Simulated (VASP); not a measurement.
# Mg2ZnO3 (Immm) in VASP: single point with r2SCAN+rVV10

Aim: the single point of Mg2ZnO3 with r2SCAN+rVV10.

Program: VASP 6.6.1. These are calculated values, not measurements. Logs are shortened: lines on timing, memory, paths and dates and some standing lists are left out, and cuts for length are marked.

## 1. The cell of the first run

Symmetry: Immm, No. 71, orthorhombic system. Conventional cell: a = 2.984 Å, b = 4.213 Å, c = 8.940 Å, α = 90.00°, β = 90.00°, γ = 90.00°. Mg (site symmetry mm2) has 6 O at 2.09 to 2.11 Å within 2.8 Å. Zn (site symmetry mmm) has 6 O at 2.11 to 2.13 Å within 2.8 Å. O (site symmetry mmm) has 4 Mg at 2.10 Å and 2 Zn at 2.11 Å within 2.8 Å. O (site symmetry mm2) has 4 Mg at 2.09 to 2.11 Å and 2 Zn at 2.13 Å within 2.8 Å.

## 2. Single point, r2SCAN+rVV10

File POSCAR:

```
Mg2ZnO3
1.0
   -1.4921258327      2.1064683229      4.4701564812
    1.4921258327     -2.1064683229      4.4701564812
    1.4921258327      2.1064683229     -4.4701564812
Mg Zn O
2 1 3
Direct
    0.6657400365      0.6657400365      0.0000000000
    0.3342599635      0.3342599635      0.0000000000
    0.0000000000      0.0000000000      0.0000000000
    0.5000000000      0.0000000000      0.5000000000
    0.1706138193      0.6706138193      0.5000000000
    0.8293861807      0.3293861807      0.5000000000
```

File INCAR.step1:

```
PREC = Accurate
ENCUT = 660
ISMEAR = -1
SIGMA = 0.03
LREAL = F
LASPH = T
NELM = 120
NBANDS = 26
GGA = PE
ALGO = Normal
EDIFF = 1E-5
LWAVE = T
LCHARG = F
GGA_COMPAT = F
```

File INCAR.step2:

```
PREC = Accurate
ENCUT = 660
EDIFF = 1E-6
ISMEAR = -1
SIGMA = 0.03
LREAL = F
LASPH = T
NELM = 120
ALGO = Normal
ISIF = 2
LWAVE = F
LCHARG = F
METAGGA = R2SCAN
LMIXTAU = T
LUSE_VDW = T
IVDW_NL = 2
BPARAM = 11.95
CPARAM = 0.0093
NBANDS = 26
ISTART = 1
GGA_COMPAT = F
```

File KPOINTS:

```
regular mesh
0
Gamma
  12 12 12
```

Potentials or basis: VASP PAW PBE potentials, release 64 (Mg, Zn, O).

Command:

```sh
> cat potpaw_PBE.64/Mg/POTCAR potpaw_PBE.64/Zn/POTCAR potpaw_PBE.64/O/POTCAR > POTCAR
> cp INCAR.step1 INCAR
> mpirun -np 1 vasp_std > vasp.out
> cp INCAR.step2 INCAR
> mpirun -np 1 vasp_std > vasp.out
```

OUTCAR:

```text
PREC = Accurate
   ENCUT = 660
   EDIFF = 1E-6
   ISMEAR = -1
   LREAL = F
   LASPH = T
   NELM = 120
   ISIF = 2
   METAGGA = R2SCAN
   IVDW_NL = 2
   BPARAM = 11.95
   ISTART = 1

 ion  position               nearest neighbor table
   1  0.666  0.666  0.000-   6 2.09   6 2.09   4 2.10   4 2.10   5 2.11   5 2.11   2 2.96   3 2.98
                             3 2.98   3 2.98   3 2.98   3 2.99   2 2.99   2 2.99   2 2.99   2 2.99
   2  0.334  0.334  0.000-   5 2.09   5 2.09   4 2.10   4 2.10   6 2.11   6 2.11   1 2.96   3 2.98
                             3 2.98   3 2.98   3 2.98   3 2.99   1 2.99   1 2.99   1 2.99   1 2.99
   3  0.000  0.000  0.000-   4 2.11   4 2.11   6 2.13   5 2.13   6 2.13   5 2.13   1 2.98   1 2.98
                             1 2.98   2 2.98   2 2.98   2 2.98   1 2.98   2 2.98   2 2.99   1 2.99
   4  0.500  0.000  0.500-   1 2.10   2 2.10   1 2.10   2 2.10   3 2.11   3 2.11
   5  0.171  0.671  0.500-   2 2.09   2 2.09   1 2.11   1 2.11   3 2.13   3 2.13
   6  0.829  0.329  0.500-   1 2.09   1 2.09   2 2.11   2 2.11   3 2.13   3 2.13

  LATTYP: Found a body centered orthorhombic cell.
 ALAT       =     2.9842516654
 B/A-ratio  =     1.4117229772
 C/A-ratio  =     2.9958307693

  Lattice vectors:

 A1 = (  -1.4921258327,   2.1064683229,   4.4701564812)
 A2 = (   1.4921258327,  -2.1064683229,   4.4701564812)
 A3 = (   1.4921258327,   2.1064683229,  -4.4701564812)

Analysis of symmetry for initial positions (statically):
=====================================================================
 Subroutine PRICEL returns:
 Original cell was already a primitive cell.

 Routine SETGRP: Setting up the symmetry group for a
 body centered orthorhombic supercell.

 Subroutine GETGRP returns: Found  8 space group operations
 (whereof  8 operations were pure point group operations)
 out of a pool of  8 trial point group operations.

The static configuration has the point symmetry D_2h.

Analysis of symmetry for dynamics (positions and initial velocities):
=====================================================================
 Subroutine PRICEL returns:
 Original cell was already a primitive cell.

 Routine SETGRP: Setting up the symmetry group for a
 body centered orthorhombic supercell.

 Subroutine GETGRP returns: Found  8 space group operations
 (whereof  8 operations were pure point group operations)
 out of a pool of  8 trial point group operations.

The dynamic configuration has the point symmetry D_2h.

 Subroutine INISYM returns: Found  8 space group operations
 (whereof  8 operations are pure point group operations),
 and found     1 'primitive' translations

----------------------------------------------------------------------------------------

                                     Primitive cell

  volume of cell :      56.2009

  direct lattice vectors                    reciprocal lattice vectors
    -1.492125833  2.106468323  4.470156481     0.000000000  0.237364120  0.111852908
     1.492125833 -2.106468323  4.470156481     0.335092382  0.000000000  0.111852908
     1.492125833  2.106468323 -4.470156481     0.335092382  0.237364120  0.000000000

  length of vectors
     5.161971257  5.161971257  5.161971257     0.262398168  0.353267572  0.410644165

  position of ions in fractional coordinates (direct lattice)
     0.665740036  0.665740036  0.000000000
     0.334259964  0.334259964  0.000000000
     0.000000000  0.000000000  0.000000000
     0.500000000  0.000000000  0.500000000
     0.170613819  0.670613819  0.500000000
     0.829386181  0.329386181  0.500000000

  ion indices of the primitive-cell ions
   primitive index   ion index
                 1           1
                 2           2
                 3           3
                 4           4
                 5           5
                 6           6

----------------------------------------------------------------------------------------

 KPOINTS: regular mesh

Automatic generation of k-mesh.
 Grid dimensions read from file:
 generate k-points for:   12   12   12

 Generating k-lattice:

  Cartesian coordinates                     Fractional coordinates (reciprocal lattice)
     0.000000000  0.019780343  0.009321076     0.083333333  0.000000000  0.000000000
     0.027924365  0.000000000  0.009321076     0.000000000  0.083333333  0.000000000
     0.027924365  0.019780343  0.000000000     0.000000000  0.000000000  0.083333333

  Length of vectors
     0.021866514  0.029438964  0.034220347

  Shift w.r.t. Gamma in fractional coordinates (k-lattice)
     0.000000000  0.000000000  0.000000000

 Subroutine IBZKPT returns following result:
 ===========================================

 Found    280 irreducible k-points:

 Following reciprocal coordinates:
            Coordinates               Weight
  0.000000  0.000000  0.000000      1.000000
  0.083333  0.000000 -0.000000      4.000000
  0.166667  0.000000 -0.000000      4.000000
  0.250000  0.000000 -0.000000      4.000000
  0.333333  0.000000  0.000000      4.000000
  0.416667  0.000000 -0.000000      4.000000
[... 16 lines left out ...]
  0.250000  0.166667 -0.000000      8.000000
  0.333333  0.166667 -0.000000      8.000000
 [... further k-points ...]
   k-points           NKPTS =    280   k-points in BZ     NKDIM =    280   number of bands    NBANDS=     26
   number of dos      NEDOS =    301   number of ions     NIONS =      6
   total plane-waves  NPLWV = 110592
   dimension x,y,z NGX =    48 NGY =   48 NGZ =   48
   dimension x,y,z NGXF=    96 NGYF=   96 NGZF=   96
   ions per type =               2   1   3
   NGX,Y,Z   is equivalent  to a cutoff of  15.46, 15.46, 15.46 a.u.
   NGXF,Y,Z  is equivalent  to a cutoff of  30.92, 30.92, 30.92 a.u.
 SYSTEM =  unknown system
   PREC   = accura    normal or accurate (medium, high low for compatibility)
   ISTART =      1    job   : 0-new  1-cont  2-samecut
   ICHARG =      0    charge: 1-file 2-atom 10-const
   ISPIN  =      1    spin polarized calculation?
   LNONCOLLINEAR =      F non collinear calculations
   LSORBIT =      F    spin-orbit coupling
   LASPH  =      T    aspherical Exc in radial PAW
   ENCUT  =  660.0 eV  48.51 Ry    6.96 a.u.  10.81 10.81 10.81*2*pi/ulx,y,z
   NELM   =    120;   NELMIN=  2; NELMDL=  0     # of ELM steps
   EDIFF  = 0.1E-05   stopping-criterion for ELM
   LREAL  =      F    real-space projection
   EDIFFG = 0.1E-04   stopping-criterion for IOM
   NSW    =      0    number of steps for IOM
   IBRION =     -1    ionic relax: 0-MD 1-quasi-New 2-CG
   NFREE  =      0    steps in history (QN), initial steepest desc. (CG)
   ISIF   =      2    stress and relaxation
   ISYM   =      2    0-nonsym 1-usesym 2-fastsym
   POTIM  = 0.5000    time-step for ionic-motion
   TEBEG  =    0.0;   TEEND  =   0.0 temperature during run
   PSTRESS=    0.0 pullay stress
   NELECT =      34.0000    total number of electrons
   NUPDOWN=      -1.0000    fix difference up-down
   EMIN   =  10.00;   EMAX   =-10.00  energy-range for DOS
   EFERMI =   0.00;   METHOD = LEGACY
   ISMEAR =    -1;   SIGMA  =   0.03  broadening in eV -4-tet -1-fermi 0-gaus
   EFERMI_NEDOS =   21; number of points for ismear=-14 and -15
   IALGO  =     38    algorithm
   IMIX   =      4    mixing-type and parameters
     AMIX     =   0.40;   BMIX     =  1.00
     AMIX_MAG =   1.60;   BMIX_MAG =  1.00
  volume/ion in A,a.u.               =       9.37        63.21
  Fermi-wavevector in a.u.,A,eV,Ry     =   1.384587  2.616489 26.083455  1.917080
  Thomas-Fermi vector in A             =   2.509077
   LORBIT       =      0    0 simple, 1 ext, 2 COOP (PROOUT), +10 PAW based schemes
   METAGGA = R2SCAN    functional components
   LHFCALC =     F    Hartree Fock is set to
   AEXX    =    0.0000 exact exchange contribution
   IVDW_NL    =     2    kernel type
   BPARAM     =11.9500
   IVDW    =     0    specifies the selected vdW correction
   LEPSILON=     F    determine dielectric tensor
   LRPA    =     F    only Hartree local field effects (RPA)
 non-spin polarized calculation
  energy-cutoff  :      660.00
  volume of cell :       56.20
 maximum number of plane-waves:      2207
 NGX is ok and might be reduce to    48
   NGX = 21   NGY = 21   NGZ = 21

 number of electron      34.0000001 magnetization

 Free energy of the ion-electron system (eV)
  ---------------------------------------------------
  ext. energy  EPLUGINS =         0.00000000
  ---------------------------------------------------
  free energy    TOTEN  =       -49.28757000 eV

  energy without entropy =      -49.28757000  energy(sigma->0) =      -49.28757000

 E-fermi :   3.6844     XC(G=0): -12.2184

 val. band max:        3.0643267249   @ k =   0.4167   0.0833   0.0833
 cond. band min:       6.6906473249   @ k =   0.0000   0.0000   0.0000
 fundamental gap:      3.6263206000
 Fermi energy:         3.6844407496

 k-point     1 :       0.0000    0.0000    0.0000
  band No.  band energies     occupation
      1     -16.0132      2.00000
      2     -14.5710      2.00000
      3     -14.4258      2.00000
      4      -2.5493      2.00000
      5      -1.9997      2.00000
      6      -1.9173      2.00000
[... 18 lines left out ...]
     25      19.3334      0.00000
     26      19.9495      0.00000

 k-point     2 :       0.0833    0.0000   -0.0000
  band No.  band energies     occupation
      1     -15.9821      2.00000
      2     -14.5847      2.00000
      3     -14.4385      2.00000
      4      -2.5636      2.00000
      5      -2.1065      2.00000
      6      -1.9142      2.00000
[... 18 lines left out ...]
     25      19.2289      0.00000
     26      19.4629      0.00000

 k-point     3 :       0.1667    0.0000   -0.0000
  band No.  band energies     occupation
      1     -15.8910      2.00000
      2     -14.6202      2.00000
      3     -14.4816      2.00000
      4      -2.6395      2.00000
      5      -2.2656      2.00000
      6      -1.9056      2.00000
[... 18 lines left out ...]
     25      18.4820      0.00000
     26      18.9856      0.00000

 k-point     4 :       0.2500    0.0000   -0.0000
  band No.  band energies     occupation
      1     -15.7468      2.00000
      2     -14.6711      2.00000
      3     -14.5591      2.00000
      4      -2.8071      2.00000
      5      -2.4071      2.00000
      6      -2.1185      2.00000
[... 18 lines left out ...]
     25      17.5260      0.00000
     26      18.6916      0.00000

 k-point     5 :       0.3333    0.0000    0.0000
  band No.  band energies     occupation
      1     -15.5607      2.00000
      2     -14.7598      2.00000
      3     -14.6423      2.00000
      4      -2.9983      2.00000
      5      -2.5822      2.00000
      6      -2.1067      2.00000
[... 18 lines left out ...]
     25      18.1014      0.00000
     26      18.4160      0.00000

 k-point     6 :       0.4167    0.0000   -0.0000
  band No.  band energies     occupation
      1     -15.3487      2.00000
      2     -14.9210      2.00000
      3     -14.6837      2.00000
      4      -3.1419      2.00000
      5      -2.6839      2.00000
      6      -2.0264      2.00000
[... 427 lines left out ...]
 k-point    21 :       0.0833    0.1667    0.0000
  band No.  band energies     occupation
      1     -15.7496      2.00000
      2     -14.5862      2.00000
      3     -14.4232      2.00000
      4      -2.3634      2.00000
      5      -1.9975      2.00000
      6      -1.8563      2.00000
[... 18 lines left out ...]
     25      17.4148      0.00000
     26      18.6483      0.00000

 k-point    22 :       0.1667    0.1667   -0.0000
  band No.  band energies     occupation
      1     -15.6478      2.00000
      2     -14.6236      2.00000
      3     -14.4723      2.00000
      4      -2.4444      2.00000
      5      -2.1227      2.00000
      6      -1.8691      2.00000
[... 18 lines left out ...]
     25      16.9607      0.00000
     26      19.0083      0.00000

 k-point    23 :       0.2500    0.1667   -0.0000
  band No.  band energies     occupation
      1     -15.5013      2.00000
      2     -14.6627      2.00000
      3     -14.5554      2.00000
      4      -2.5701      2.00000
      5      -2.3278      2.00000
      6      -2.0091      2.00000
[... 18 lines left out ...]
     25      16.9835      0.00000
     26      18.9080      0.00000

 k-point    24 :       0.3333    0.1667   -0.0000
  band No.  band energies     occupation
      1     -15.3229      2.00000
      2     -14.7346      2.00000
      3     -14.6349      2.00000
      4      -2.7173      2.00000
      5      -2.5324      2.00000
      6      -2.0556      2.00000
[... 18 lines left out ...]
     25      17.2924      0.00000
     26      18.4685      0.00000

 [... further k-points ...]

------------------------ aborting loop because EDIFF is reached ----------------------------------------

  FORCE on cell =-STRESS in cart. coord.  units (eV):
  Direction    XX          YY          ZZ          XY          YZ          ZX
  --------------------------------------------------------------------------------------
  -------------------------------------------------------------------------------------
  Total       -0.1884838     -0.1719355     -0.1746956     -0.0000000      0.0000000      0.0000000
  in kB       -5.3733050     -4.9015467     -4.9802310     -0.0000000      0.0000000      0.0000000
  external PRESSURE =      -5.0850276 kB  Pullay stress =       0.0000000 kB

 VOLUME and BASIS-vectors are now :
 -----------------------------------------------------------------------------
  energy-cutoff  :      660.00
  volume of cell :       56.20
      direct lattice vectors                 reciprocal lattice vectors
    -1.492125833  2.106468323  4.470156481     0.000000000  0.237364120  0.111852908
     1.492125833 -2.106468323  4.470156481     0.335092382  0.000000000  0.111852908
     1.492125833  2.106468323 -4.470156481     0.335092382  0.237364120  0.000000000

 POSITION                                       TOTAL-FORCE (eV/Angst)
 -----------------------------------------------------------------------------------
      0.00000      0.00000      5.95192        -0.000000      0.000000      0.006246
      0.00000      0.00000      2.98839         0.000000      0.000000     -0.006246
      0.00000      0.00000      0.00000         0.000000      0.000000      0.000000
      0.00000      2.10647      0.00000         0.000000      0.000000      0.000000
      1.49213      0.00000      1.52534        -0.000000     -0.000000      0.084971
      0.00000      2.10647      2.94482         0.000000     -0.000000     -0.084971
 -----------------------------------------------------------------------------------
    total drift:                               -0.000000     -0.000000      0.000000

  FREE ENERGIE OF THE ION-ELECTRON SYSTEM (eV)
  ---------------------------------------------------
  free  energy   TOTEN  =       -49.2875699974 eV

  energy  without entropy=      -49.2875699974  energy(sigma->0) =      -49.28757000
```

Wall time 2.2 h (1 thread of Intel Xeon 8259CL, shared host); peak memory 1.2 GiB.

What came out:

```
Free energy            : -49.2876 eV
Pressure               : -0.5 GPa
Largest force          : 0.085 eV/Å
Band gap on the k mesh : 3.63 eV (least direct gap 4.42 eV)
```

Forces in eV/Å, atoms in the order of the input:
```
Mg   0.000  0.000  0.006
Mg   0.000  0.000 -0.006
Zn   0.000  0.000  0.000
O    0.000  0.000  0.000
O    0.000  0.000  0.085
O    0.000  0.000 -0.085
```

Levels at points of the mesh, in eV from the valence-band top:
```csv
k point,band 13,band 14,band 15,band 16,band 17,band 18,band 19,band 20,band 21,band 22
"(0.00, 0.00, 0.00)",-1.90,-0.82,-0.81,-0.81,-0.79,3.63,9.86,10.41,11.02,11.78
"(0.50, 0.00, 0.00)",-1.58,-1.57,-1.27,-0.47,-0.01,7.21,7.51,8.05,11.91,12.26
"(0.00, 0.50, 0.00)",-2.24,-2.19,-2.07,-1.86,-0.74,6.96,9.60,10.31,10.56,11.19
"(0.50, 0.50, 0.00)",-2.36,-2.01,-1.79,-0.54,-0.15,7.46,9.37,9.95,11.32,11.71
"(0.50, 0.50, 0.50)",-2.25,-1.98,-1.21,-1.19,-0.10,5.90,7.56,9.39,10.29,12.10
```

Caveat: the PAW data sets were made with another functional, which shifts forces and pressure a little.
